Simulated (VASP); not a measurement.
# GdO (F-43m) in VASP: a series of runs

The runs below take GdO through single point, with PBE.

All numbers are computed with VASP 6.6.1; they aren't measurements. Logs are shortened: lines on timing, memory, paths and dates and some standing lists are left out, and cuts for length are marked.

## Step 1: The cell of the first run

It takes space group F-43m (No. 216, cubic). Conventional cell: a = 5.387 Å, b = 5.387 Å, c = 5.387 Å, α = 90.00°, β = 90.00°, γ = 90.00°. Within 3.1 Å of Gd (site symmetry -43m) lie 4 O at 2.33 Å. Within 3.1 Å of O (site symmetry -43m) lie 4 Gd at 2.33 Å.

## Step 2: Single point, PBE, non-collinear spin, typed start, spin-orbit coupling

INCAR

```
SYSTEM = GdO
PREC = Accurate
ENCUT = 520
EDIFF = 1E-6
ISMEAR = 0
SIGMA = 0.05
LREAL = .False.
LASPH = .True.
NELM = 150
ALGO = Normal
ISIF = 2
LWAVE = .False.
LCHARG = .True.
MAGMOM = 0 0 7 0 0 0
LORBIT = 11
LSORBIT = .True.
GGA_COMPAT = .False.
LORBMOM = .True.
LMAXMIX = 6
GGA = PE
LVHAR = .True.
NBANDS = 36
```

KPOINTS

```
regular mesh
0
Gamma
  12 12 12
  0 0 0
```

POSCAR

```
GdO
1.0
    0.0000000000      2.6933771097      2.6933771097
    2.6933771097      0.0000000000      2.6933771097
    2.6933771097      2.6933771097      0.0000000000
Gd O
1 1
Direct
    0.0000000000      0.0000000000      0.0000000000
    0.2500000000      0.2500000000      0.2500000000
```

Potentials or basis: VASP PAW PBE potentials, release 64 (Gd, O).

The run is started by

```
$ cat potpaw_PBE.64/Gd/POTCAR potpaw_PBE.64/O/POTCAR > POTCAR
$ mpirun -np 1 vasp_ncl > vasp.out
```

OUTCAR:

```text
SYSTEM = GdO
   PREC = Accurate
   ENCUT = 520
   EDIFF = 1E-6
   ISMEAR = 0
   LREAL = .False.
   LASPH = .True.
   NELM = 150
   ISIF = 2
   LORBIT = 11
   LSORBIT = .True.
   GGA = PE

 ion  position               nearest neighbor table
   1  0.000  0.000  0.000-   2 2.33   2 2.33   2 2.33   2 2.33
   2  0.250  0.250  0.250-   1 2.33   1 2.33   1 2.33   1 2.33

  LATTYP: Found a face centered cubic cell.
 ALAT       =     5.3867542194

  Lattice vectors:

 A1 = (   0.0000000000,   2.6933771097,   2.6933771097)
 A2 = (   2.6933771097,   0.0000000000,   2.6933771097)
 A3 = (   2.6933771097,   2.6933771097,   0.0000000000)

Analysis of symmetry for initial positions (statically):
=====================================================================
 Subroutine PRICEL returns:
 Original cell was already a primitive cell.

 Routine SETGRP: Setting up the symmetry group for a
 face centered cubic supercell.

 Subroutine GETGRP returns: Found 24 space group operations
 (whereof 24 operations were pure point group operations)
 out of a pool of 48 trial point group operations.

The static configuration has the point symmetry T_d .

Analysis of symmetry for dynamics (positions and initial velocities):
=====================================================================
 Subroutine PRICEL returns:
 Original cell was already a primitive cell.

 Routine SETGRP: Setting up the symmetry group for a
 face centered cubic supercell.

 Subroutine GETGRP returns: Found 24 space group operations
 (whereof 24 operations were pure point group operations)
 out of a pool of 48 trial point group operations.

The dynamic configuration has the point symmetry T_d .

Analysis of structural, dynamic, and magnetic symmetry:
=====================================================================
 Subroutine PRICEL returns:
 Original cell was already a primitive cell.

 Routine SETGRP: Setting up the symmetry group for a
 face centered cubic supercell.

 Subroutine GETGRP returns: Found  4 space group operations
 (whereof  4 operations were pure point group operations)
 out of a pool of 48 trial point group operations.

The overall configuration has the point symmetry S_4 .

 Subroutine INISYM returns: Found  4 space group operations
 (whereof  4 operations are pure point group operations),
 and found     1 'primitive' translations

----------------------------------------------------------------------------------------

                                     Primitive cell

  volume of cell :      39.0770

  direct lattice vectors                    reciprocal lattice vectors
     0.000000000  2.693377110  2.693377110    -0.185640547  0.185640547  0.185640547
     2.693377110  0.000000000  2.693377110     0.185640547 -0.185640547  0.185640547
     2.693377110  2.693377110  0.000000000     0.185640547  0.185640547 -0.185640547

  length of vectors
     3.809010437  3.809010437  3.809010437     0.321538859  0.321538859  0.321538859

  position of ions in fractional coordinates (direct lattice)
     0.000000000  0.000000000  0.000000000
     0.250000000  0.250000000  0.250000000

  ion indices of the primitive-cell ions
   primitive index   ion index
                 1           1
                 2           2

----------------------------------------------------------------------------------------

 KPOINTS: regular mesh

Automatic generation of k-mesh.
 Grid dimensions read from file:
 generate k-points for:   12   12   12

 Generating k-lattice:

  Cartesian coordinates                     Fractional coordinates (reciprocal lattice)
    -0.015470046  0.015470046  0.015470046     0.083333333  0.000000000  0.000000000
     0.015470046 -0.015470046  0.015470046     0.000000000  0.083333333  0.000000000
     0.015470046  0.015470046 -0.015470046     0.000000000  0.000000000  0.083333333

  Length of vectors
     0.026794905  0.026794905  0.026794905

  Shift w.r.t. Gamma in fractional coordinates (k-lattice)
     0.000000000  0.000000000  0.000000000

 Subroutine IBZKPT returns following result:
 ===========================================

 Found    440 irreducible k-points:

 Following reciprocal coordinates:
            Coordinates               Weight
  0.000000  0.000000  0.000000      1.000000
  0.083333  0.000000  0.000000      4.000000
 -0.083333  0.000000  0.000000      4.000000
[... 49 lines left out ...]
   TEBEG  =    0.0;   TEEND  =   0.0 temperature during run
   PSTRESS=    0.0 pullay stress
   NELECT =      24.0000    total number of electrons
   NUPDOWN=      -1.0000    fix difference up-down
   EMIN   =  10.00;   EMAX   =-10.00  energy-range for DOS
   EFERMI =   0.00;   METHOD = LEGACY
   ISMEAR =     0;   SIGMA  =   0.05  broadening in eV -4-tet -1-fermi 0-gaus
   EFERMI_NEDOS =   21; number of points for ismear=-14 and -15
   IALGO  =     38    algorithm
   IMIX   =      4    mixing-type and parameters
     AMIX     =   0.40;   BMIX     =  1.00
     AMIX_MAG =   1.60;   BMIX_MAG =  1.00
  volume/ion in A,a.u.               =      19.54       131.85
  Fermi-wavevector in a.u.,A,eV,Ry     =   1.391569  2.629684 26.347196  1.936464
  Thomas-Fermi vector in A             =   2.515395
   LORBIT       =     11    0 simple, 1 ext, 2 COOP (PROOUT), +10 PAW based schemes
   GGA     = PE    functional components
   LHFCALC =     F    Hartree Fock is set to
   AEXX    =    0.0000 exact exchange contribution
   IVDW    =     0    specifies the selected vdW correction
   LEPSILON=     F    determine dielectric tensor
   LRPA    =     F    only Hartree local field effects (RPA)
 Gauss-broadening in eV      SIGMA  =   0.05
  energy-cutoff  :      520.00
  volume of cell :       39.08
 maximum number of plane-waves:      2134
   NGX = 15   NGY = 15   NGZ = 15

 number of electron      23.9999990 magnetization       0.0000000      0.0000000      7.3573237

 number of electron      23.9999991 magnetization       0.0000000     -0.0000000      7.5062702

 number of electron      23.9999991 magnetization      -0.0000000     -0.0000000      7.5063178

 Free energy of the ion-electron system (eV)
  ---------------------------------------------------
  ext. energy  EPLUGINS =         0.00000000
  ---------------------------------------------------
  free energy    TOTEN  =       -22.66987681 eV

  energy without entropy =      -22.66675415  energy(sigma->0) =      -22.66831548

 E-fermi :   4.1565     XC(G=0): -10.1201

 val. band max:        4.1555727693   @ k =   0.4167   0.2500   0.0833
 cond. band min:       4.1577353598   @ k =   0.0833   0.3333   0.2500
 fundamental gap:      0.0021625904
 Fermi energy:         4.1564669571

 k-point     1 :       0.0000    0.0000    0.0000
  band No.  band energies     occupation
      1     -41.3480      1.00000
      2     -38.2051      1.00000
      3     -20.8779      1.00000
      4     -20.1534      1.00000
      5     -17.3159      1.00000
      6     -16.2334      1.00000
[... 925 lines left out ...]
     35       6.8534      0.00000
     36       7.8236      0.00000

 [... further k-points ...]

------------------------ aborting loop because EDIFF is reached ----------------------------------------

  FORCE on cell =-STRESS in cart. coord.  units (eV):
  Direction    XX          YY          ZZ          XY          YZ          ZX
  --------------------------------------------------------------------------------------
  -------------------------------------------------------------------------------------
  Total        0.0301199      0.0301199      0.0331565      0.0000000      0.0000000      0.0000000
  in kB        1.2349300      1.2349300      1.3594337      0.0000007      0.0000000      0.0000000
  external PRESSURE =       1.2764313 kB  Pullay stress =       0.0000000 kB

 VOLUME and BASIS-vectors are now :
 -----------------------------------------------------------------------------
  energy-cutoff  :      520.00
  volume of cell :       39.08
      direct lattice vectors                 reciprocal lattice vectors
     0.000000000  2.693377110  2.693377110    -0.185640547  0.185640547  0.185640547
     2.693377110  0.000000000  2.693377110     0.185640547 -0.185640547  0.185640547
     2.693377110  2.693377110  0.000000000     0.185640547  0.185640547 -0.185640547

 POSITION                                       TOTAL-FORCE (eV/Angst)
 -----------------------------------------------------------------------------------
      0.00000      0.00000      0.00000        -0.000000     -0.000000     -0.000000
      1.34669      1.34669      1.34669         0.000000      0.000000      0.000000
 -----------------------------------------------------------------------------------
    total drift:                                0.000000      0.000000      0.000000

  FREE ENERGIE OF THE ION-ELECTRON SYSTEM (eV)
  ---------------------------------------------------
  free  energy   TOTEN  =       -22.6698768051 eV

  energy  without entropy=      -22.6667541453  energy(sigma->0) =      -22.66831548

 orbital moment (x)

 # of ion     p       d       f       tot
 ------------------------------------------------
  1         0.000   0.000   0.000   0.000
  2         0.000   0.000   0.000   0.000
 ------------------------------------------------
            0.000   0.000   0.000   0.000

 orbital moment (y)

 # of ion     p       d       f       tot
 ------------------------------------------------
  1         0.000   0.000  -0.000   0.000
  2        -0.000   0.000   0.000  -0.000
 ------------------------------------------------
            0.000   0.000  -0.000   0.000

 orbital moment (z)

 # of ion     p       d       f       tot
 ------------------------------------------------
  1        -0.010  -0.011   0.146   0.125
  2        -0.000   0.000   0.000  -0.000
 ------------------------------------------------
           -0.010  -0.011   0.146   0.125

 Spin-Orbit-Coupling matrix elements

 Ion:    1  E_soc:     -1.2412567
 l=   1
     0.0000000    -0.1613803    -0.1608827
    -0.1613803     0.0000000    -0.1613803
    -0.1608827    -0.1613803     0.0000000
 l=   2
     0.0000000    -0.0001951     0.0000000    -0.0001951    -0.0012703
    -0.0001951     0.0000000    -0.0009006    -0.0003753    -0.0002735
     0.0000000    -0.0009006     0.0000000    -0.0009006     0.0000000
    -0.0001951    -0.0003753    -0.0009006     0.0000000    -0.0002735
    -0.0012703    -0.0002735     0.0000000    -0.0002735     0.0000000
 l=   3
     0.0000000    -0.0069362     0.0000000     0.0000000     0.0000000    -0.0066901    -0.0034420
    -0.0069362     0.0000000    -0.0105886     0.0000000    -0.0105886    -0.0066400    -0.0069362
     0.0000000    -0.0105886     0.0000000    -0.0261708    -0.0002543    -0.0107468     0.0000000
     0.0000000     0.0000000    -0.0261708     0.0000000    -0.0261708     0.0000000     0.0000000
     0.0000000    -0.0105886    -0.0002543    -0.0261708     0.0000000    -0.0107468     0.0000000
    -0.0066901    -0.0066400    -0.0107468     0.0000000    -0.0107468     0.0000000    -0.0066901
    -0.0034420    -0.0069362     0.0000000     0.0000000     0.0000000    -0.0066901     0.0000000

 Ion:    2  E_soc:     -0.0005728
 l=   1
     0.0000000    -0.0000898    -0.0001069
    -0.0000898     0.0000000    -0.0000898
    -0.0001069    -0.0000898     0.0000000
 l=   2
     0.0000000     0.0000000     0.0000000     0.0000000     0.0000000
     0.0000000     0.0000000     0.0000000     0.0000000     0.0000000
     0.0000000     0.0000000     0.0000000     0.0000000     0.0000000
     0.0000000     0.0000000     0.0000000     0.0000000     0.0000000
     0.0000000     0.0000000     0.0000000     0.0000000     0.0000000
 l=   3
     0.0000000     0.0000000     0.0000000     0.0000000     0.0000000     0.0000000     0.0000000
     0.0000000     0.0000000     0.0000000     0.0000000     0.0000000     0.0000000     0.0000000
     0.0000000     0.0000000     0.0000000     0.0000000     0.0000000     0.0000000     0.0000000
     0.0000000     0.0000000     0.0000000     0.0000000     0.0000000     0.0000000     0.0000000
     0.0000000     0.0000000     0.0000000     0.0000000     0.0000000     0.0000000     0.0000000
     0.0000000     0.0000000     0.0000000     0.0000000     0.0000000     0.0000000     0.0000000
     0.0000000     0.0000000     0.0000000     0.0000000     0.0000000     0.0000000     0.0000000

 total charge

# of ion       s       p       d       f       tot
--------------------------------------------------
    1        2.033   5.655   0.479   7.076  15.243
    2        1.569   3.429   0.000   0.000   4.998
--------------------------------------------------
tot          3.602   9.085   0.479   7.076  20.241

 magnetization (x)

# of ion       s       p       d       f       tot
--------------------------------------------------
    1        0.000   0.000   0.000   0.000   0.000
    2        0.000   0.000   0.000   0.000   0.000
--------------------------------------------------
tot          0.000   0.000   0.000   0.000   0.000

 magnetization (y)

# of ion       s       p       d       f       tot
--------------------------------------------------
    1        0.000   0.000   0.000   0.000   0.000
    2        0.000   0.000   0.000   0.000   0.000
--------------------------------------------------
tot          0.000   0.000   0.000   0.000   0.000

 magnetization (z)

# of ion       s       p       d       f       tot
--------------------------------------------------
    1        0.001  -0.052   0.178   6.696   6.824
    2        0.002  -0.020   0.000   0.000  -0.018
--------------------------------------------------
tot          0.003  -0.072   0.178   6.696   6.806
```

Run time: 26 min. Hardware: 1 thread of Intel Xeon Platinum 8559C (Emerald Rapids), shared host; peak memory 0.98 GiB.

Results:

| Property | Result |
| --- | --- |
| Free energy | -22.6699 eV |
| Pressure | 0.1 GPa |
| Net moment | 7.51 μB per cell |
| Valence electrons inside the program's atomic spheres | Gd 15.24; O 5.00 |

Moments on the atoms (μB; x, y, z):
```
Gd   0.00  0.00  6.82
O    0.00  0.00 -0.02
```

Caveat: a cell with one magnetic atom can't hold antiferromagnetic order, which such compounds often take; semilocal functionals describe open f shells poorly, which spoils levels, moments and volumes.

(Part 1 of 2 ends here.)
